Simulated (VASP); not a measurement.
Input of a VASP 6.6.1 run:

Contents of INCAR:

```
SYSTEM = LiCl
ALGO = Normal
EDIFF = 1E-6
ENCUT = 750
GGA = PE
GGA_COMPAT = .False.
ISIF = 2
ISMEAR = 0
LASPH = .True.
LCHARG = .False.
LREAL = .False.
LWAVE = .False.
NBANDS = 12
NELM = 120
PREC = Accurate
SIGMA = 0.01
```

Contents of KPOINTS:

```
k-points
0
Gamma
  6 6 6
  0 0 0
```

POSCAR

```
LiCl
1.0
    0.0000000000      2.7330424076      2.7330424076
    2.7330424076      0.0000000000      2.7330424076
    2.7330424076      2.7330424076      0.0000000000
Li Cl
1 1
Direct
    0.0000000000      0.0000000000      0.0000000000
    0.2500000000      0.2500000000      0.2500000000
```

Potentials or basis: VASP PAW PBE potentials, release 64 (Li_sv, Cl).

Launch:

```console
$ cat potpaw_PBE.64/Li_sv/POTCAR potpaw_PBE.64/Cl/POTCAR > POTCAR
$ mpirun -np 1 vasp_std > vasp.out
```

(1) Predict the pressure.

(2) What does it give for the band gap on the k mesh?

Answers

(1) 0.6 GPa.

(2) 6.05 eV, direct.
